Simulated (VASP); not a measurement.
# SiMo3 (P4_2/mmc) in VASP: further runs, part 3 of 3

VASP 6.6.1.

## Step 5: Single point, PBEsol (strain -0.080 along x and y, +0.080 along z)

File INCAR:

```
PREC = Accurate ; ENCUT = 520
EDIFF = 1E-6 ; ISMEAR = 0
SIGMA = 0.15 ; LREAL = False
LASPH = True ; NELM = 80
ALGO = Fast ; ISIF = 2
LWAVE = False ; LCHARG = False
GGA = PS ; NBANDS = 56
```

File KPOINTS:

```
regular mesh
0
Gamma
  8 8 8
```

File POSCAR:

```
SiMo3
1.0
    4.4726583543      0.0000000000      0.0000000000
    0.0000000000      4.4726583543      0.0000000000
    0.0000000000      0.0000000000      5.2505119811
Si Mo
2 6
Direct
    0.0000000000      0.0000000000      0.0000000000
    0.5000000000      0.5000000000      0.5000000000
    0.2500000000      0.0000000000      0.5000000000
    0.5000000000      0.7500000000      0.0000000000
    0.7500000000      0.0000000000      0.5000000000
    0.5000000000      0.2500000000      0.0000000000
    0.0000000000      0.5000000000      0.7500000000
    0.0000000000      0.5000000000      0.2500000000
```

Potentials or basis: VASP PAW PBE potentials, release 64 (Si, Mo_sv).

Run with:

```console
$ cat potpaw_PBE.64/Si/POTCAR potpaw_PBE.64/Mo_sv/POTCAR > POTCAR
$ mpirun -np 1 vasp_std > vasp.out
```

OUTCAR:

```text
PREC = Accurate
   ENCUT = 520
   EDIFF = 1E-6
   ISMEAR = 0
   LREAL = False
   LASPH = True
   NELM = 80
   ISIF = 2
   GGA = PS

 ion  position               nearest neighbor table
   1  0.000  0.000  0.000-   4 2.50   6 2.50   4 2.50   6 2.50   7 2.59   8 2.59   7 2.59   8 2.59
                             5 2.85   3 2.85   3 2.85   5 2.85
   2  0.500  0.500  0.500-   3 2.50   5 2.50   3 2.50   5 2.50   7 2.59   8 2.59   7 2.59   8 2.59
                             4 2.85   6 2.85   4 2.85   6 2.85
   3  0.250  0.000  0.500-   5 2.24   5 2.24   2 2.50   2 2.50   7 2.82   7 2.82   8 2.82   8 2.82
                             1 2.85   1 2.85   6 3.06   4 3.06   4 3.06   6 3.06
   4  0.500  0.750  0.000-   6 2.24   6 2.24   1 2.50   1 2.50   7 2.82   8 2.82   7 2.82   8 2.82
                             2 2.85   2 2.85   3 3.06   5 3.06   3 3.06   5 3.06
   5  0.750  0.000  0.500-   3 2.24   3 2.24   2 2.50   2 2.50   7 2.82   7 2.82   8 2.82   8 2.82
                             1 2.85   1 2.85   6 3.06   4 3.06   4 3.06   6 3.06
   6  0.500  0.250  0.000-   4 2.24   4 2.24   1 2.50   1 2.50   7 2.82   8 2.82   7 2.82   8 2.82
                             2 2.85   2 2.85   5 3.06   3 3.06   3 3.06   5 3.06
   7  0.000  0.500  0.750-   1 2.59   2 2.59   1 2.59   2 2.59   8 2.63   8 2.63   3 2.82   4 2.82
                             5 2.82   3 2.82   5 2.82   6 2.82   4 2.82   6 2.82
   8  0.000  0.500  0.250-   1 2.59   2 2.59   1 2.59   2 2.59   7 2.63   7 2.63   3 2.82   4 2.82
                             5 2.82   3 2.82   5 2.82   6 2.82   4 2.82   6 2.82

  LATTYP: Found a simple tetragonal cell.
 ALAT       =     4.4726583543
 C/A-ratio  =     1.1739130435

  Lattice vectors:

 A1 = (   4.4726583543,   0.0000000000,   0.0000000000)
 A2 = (   0.0000000000,   4.4726583543,   0.0000000000)
 A3 = (   0.0000000000,   0.0000000000,   5.2505119811)

Analysis of symmetry for initial positions (statically):
=====================================================================
 Subroutine PRICEL returns:
 Original cell was already a primitive cell.

 Routine SETGRP: Setting up the symmetry group for a
 simple tetragonal supercell.

 Subroutine GETGRP returns: Found 16 space group operations
 (whereof  8 operations were pure point group operations)
 out of a pool of 16 trial point group operations.

The static configuration has the point symmetry D_2h.
 The point group associated with its full space group is D_4h.

Analysis of symmetry for dynamics (positions and initial velocities):
=====================================================================
 Subroutine PRICEL returns:
 Original cell was already a primitive cell.

 Routine SETGRP: Setting up the symmetry group for a
 simple tetragonal supercell.

 Subroutine GETGRP returns: Found 16 space group operations
 (whereof  8 operations were pure point group operations)
 out of a pool of 16 trial point group operations.

The dynamic configuration has the point symmetry D_2h.
 The point group associated with its full space group is D_4h.

 Subroutine INISYM returns: Found 16 space group operations
 (whereof  8 operations are pure point group operations),
 and found     1 'primitive' translations

----------------------------------------------------------------------------------------

                                     Primitive cell

  volume of cell :     105.0348

[... 59 lines left out ...]
  0.250000  0.000000  0.000000      4.000000
  0.375000  0.000000  0.000000      4.000000
  0.500000  0.000000  0.000000      2.000000
  0.125000  0.125000  0.000000      4.000000
[... 16 lines left out ...]
  0.375000  0.125000  0.125000     16.000000
  0.500000  0.125000  0.125000      8.000000
 [... further k-points ...]
   k-points           NKPTS =     75   k-points in BZ     NKDIM =     75   number of bands    NBANDS=     56
   number of dos      NEDOS =    301   number of ions     NIONS =      8
   total plane-waves  NPLWV =  51840
   dimension x,y,z NGX =    36 NGY =   36 NGZ =   40
   dimension x,y,z NGXF=    72 NGYF=   72 NGZF=   80
   ions per type =               2   6
   NGX,Y,Z   is equivalent  to a cutoff of  13.38, 13.38, 12.67 a.u.
   NGXF,Y,Z  is equivalent  to a cutoff of  26.76, 26.76, 25.33 a.u.
 SYSTEM =  unknown system
   PREC   = accura    normal or accurate (medium, high low for compatibility)
   ISTART =      0    job   : 0-new  1-cont  2-samecut
   ICHARG =      2    charge: 1-file 2-atom 10-const
   ISPIN  =      1    spin polarized calculation?
   LNONCOLLINEAR =      F non collinear calculations
   LSORBIT =      F    spin-orbit coupling
   LASPH  =      T    aspherical Exc in radial PAW
   ENCUT  =  520.0 eV  38.22 Ry    6.18 a.u.   8.32  8.32  9.76*2*pi/ulx,y,z
   NELM   =     80;   NELMIN=  2; NELMDL= -5     # of ELM steps
   EDIFF  = 0.1E-05   stopping-criterion for ELM
   LREAL  =      F    real-space projection
   EDIFFG = 0.1E-04   stopping-criterion for IOM
   NSW    =      0    number of steps for IOM
   IBRION =     -1    ionic relax: 0-MD 1-quasi-New 2-CG
   NFREE  =      0    steps in history (QN), initial steepest desc. (CG)
   ISIF   =      2    stress and relaxation
   ISYM   =      2    0-nonsym 1-usesym 2-fastsym
   POTIM  = 0.5000    time-step for ionic-motion
   TEBEG  =    0.0;   TEEND  =   0.0 temperature during run
   PSTRESS=    0.0 pullay stress
   NELECT =      92.0000    total number of electrons
   NUPDOWN=      -1.0000    fix difference up-down
   EMIN   =  10.00;   EMAX   =-10.00  energy-range for DOS
   EFERMI =   0.00;   METHOD = LEGACY
   ISMEAR =     0;   SIGMA  =   0.15  broadening in eV -4-tet -1-fermi 0-gaus
   EFERMI_NEDOS =   21; number of points for ismear=-14 and -15
   IALGO  =     68    algorithm
   IMIX   =      4    mixing-type and parameters
     AMIX     =   0.40;   BMIX     =  1.00
     AMIX_MAG =   1.60;   BMIX_MAG =  1.00
  volume/ion in A,a.u.               =      13.13        88.60
  Fermi-wavevector in a.u.,A,eV,Ry     =   1.566365  2.960001 33.381900  2.453500
  Thomas-Fermi vector in A             =   2.668704
   LORBIT       =      0    0 simple, 1 ext, 2 COOP (PROOUT), +10 PAW based schemes
   GGA     = PS    functional components
   LHFCALC =     F    Hartree Fock is set to
   AEXX    =    0.0000 exact exchange contribution
   IVDW    =     0    specifies the selected vdW correction
   LEPSILON=     F    determine dielectric tensor
   LRPA    =     F    only Hartree local field effects (RPA)
 non-spin polarized calculation
 RMM-DIIS sequential band-by-band and
 Gauss-broadening in eV      SIGMA  =   0.15
  energy-cutoff  :      520.00
  volume of cell :      105.03
 maximum number of plane-waves:      2872
 NGX is ok and might be reduce to    36
   NGX = 17   NGY = 17   NGZ = 19

 number of electron      92.0000007 magnetization

 Free energy of the ion-electron system (eV)
  ---------------------------------------------------
  ext. energy  EPLUGINS =         0.00000000
  ---------------------------------------------------
  free energy    TOTEN  =       -81.78793226 eV

  energy without entropy =      -81.73937754  energy(sigma->0) =      -81.76365490

 E-fermi :  14.3372     XC(G=0): -13.7909

 val. band max:       14.3218932085   @ k =   0.5000   0.3750   0.2500
 cond. band min:      14.3374708170   @ k =   0.3750   0.0000   0.3750
 fundamental gap:      0.0155776085
 Fermi energy:        14.3371550425

 k-point     1 :       0.0000    0.0000    0.0000
  band No.  band energies     occupation
      1     -47.0713      2.00000
      2     -46.9935      2.00000
      3     -46.3767      2.00000
      4     -46.2128      2.00000
      5     -46.1376      2.00000
      6     -46.1376      2.00000
[... 1405 lines left out ...]
     55      17.3938      0.00000
     56      17.5217      0.00000

 [... further k-points ...]
[... 5 lines left out ...]
  --------------------------------------------------------------------------------------
  -------------------------------------------------------------------------------------
  Total       39.3597121     39.3597121     -3.0577394      0.0000000      0.0000000      0.0000000
  in kB      600.3843883    600.3843883    -46.6420846      0.0000000      0.0000000      0.0000000
  external PRESSURE =     384.7088973 kB  Pullay stress =       0.0000000 kB

 VOLUME and BASIS-vectors are now :
 -----------------------------------------------------------------------------
  energy-cutoff  :      520.00
  volume of cell :      105.03
      direct lattice vectors                 reciprocal lattice vectors
     4.472658354  0.000000000  0.000000000     0.223580681  0.000000000  0.000000000
     0.000000000  4.472658354  0.000000000     0.000000000  0.223580681  0.000000000
     0.000000000  0.000000000  5.250511981     0.000000000  0.000000000  0.190457617

 POSITION                                       TOTAL-FORCE (eV/Angst)
 -----------------------------------------------------------------------------------
      0.00000      0.00000      0.00000        -0.000000     -0.000000     -0.000000
      2.23633      2.23633      2.62526        -0.000000     -0.000000     -0.000000
      1.11816      0.00000      2.62526         0.072674      0.000000     -0.000000
      2.23633      3.35449      0.00000        -0.000000      0.072674      0.000000
      3.35449      0.00000      2.62526        -0.072674     -0.000000     -0.000000
      2.23633      1.11816      0.00000         0.000000     -0.072674     -0.000000
      0.00000      2.23633      3.93788         0.000000     -0.000000     -0.000000
      0.00000      2.23633      1.31263        -0.000000      0.000000      0.000000
 -----------------------------------------------------------------------------------
    total drift:                                0.000000      0.000000     -0.000000

  FREE ENERGIE OF THE ION-ELECTRON SYSTEM (eV)
  ---------------------------------------------------
  free  energy   TOTEN  =       -81.7879322583 eV

  energy  without entropy=      -81.7393775444  energy(sigma->0) =      -81.76365490
```

Run time: 8.7 min. Hardware: 1 thread of Oxide Virtual Turin-like, shared host; peak memory 0.4 GiB.

Results:

- Free energy: -81.7879 eV
- Pressure: 38.5 GPa
- Largest force: 0.073 eV/Å
- Band gap on the k mesh: zero (band 46 reaches 15.85 eV, above the bottom of band 47 at 13.92 eV)

Forces on the atoms (eV/Å):
```
Si   0.000  0.000  0.000
Si   0.000  0.000  0.000
Mo   0.073  0.000  0.000
Mo   0.000  0.073  0.000
Mo  -0.073  0.000  0.000
Mo   0.000 -0.073  0.000
Mo   0.000  0.000  0.000
Mo   0.000  0.000  0.000
```

Stress tensor (GPa, compression positive):
```
60.04  0.00  0.00
 0.00 60.04  0.00
 0.00  0.00 -4.66
```

Levels at points of the mesh, in eV from the Fermi level:
```
           k point  band 44  band 45  band 46  band 47  band 48  band 49
(0.00, 0.00, 0.00)    -1.51     0.69     1.51     1.51     1.59     1.59
(0.50, 0.00, 0.00)    -1.02     0.14     0.53     0.60     0.61     0.72
(0.50, 0.50, 0.00)    -1.28    -1.14    -0.97    -0.16    -0.16     0.01
(0.00, 0.00, 0.50)    -2.04     0.50     0.50     1.29     1.29     2.15
(0.50, 0.00, 0.50)    -1.09    -0.62    -0.56    -0.38    -0.13     0.45
(0.50, 0.50, 0.50)    -1.92    -0.66    -0.66    -0.28    -0.28     1.06
```

Caveat: the cell differs from its parent crystal (strain -0.080 along x and y, +0.080 along z); the PAW data sets were made with another functional, which shifts forces and pressure a little.

## Step 6: The runs side by side

| cell | further INCAR settings | gap on the mesh (eV) | pressure (GPa) | largest force (eV/Å) |
| --- | --- | --- | --- | --- |
| a = 4.862, b = 4.862, c = 4.473 Å, 8 atoms | ALGO = Fast; EDIFF = 1e-07; NBANDS = 56 | none | 30.0 | 0.02 |
| a = 5.251, b = 5.251, c = 4.473 Å, 8 atoms | ALGO = Fast; EDIFF = 1e-06; NBANDS = 56 | none | -9.3 | 0.05 |
| a = 4.473, b = 4.473, c = 5.056 Å, 8 atoms | ALGO = Fast; EDIFF = 1e-06; NBANDS = 56 | none | 51.3 | 0.05 |
| a = 4.473, b = 4.473, c = 5.251 Å, 8 atoms | ALGO = Fast; EDIFF = 1e-06; NBANDS = 56 | none | 38.5 | 0.07 |

Alike in all rows: task single point; level PBEsol; potentials or basis VASP PAW PBE potentials, release 64 (Si, Mo_sv); no spin polarisation; k mesh 8 × 8 × 8; cutoff (eV) 520; smearing gaussian 0.15 eV.

Caveats: the PAW data sets were made with another functional, which shifts forces and pressure a little.

Total energies depend on the potentials used, so only differences within one code and one set of settings carry meaning.
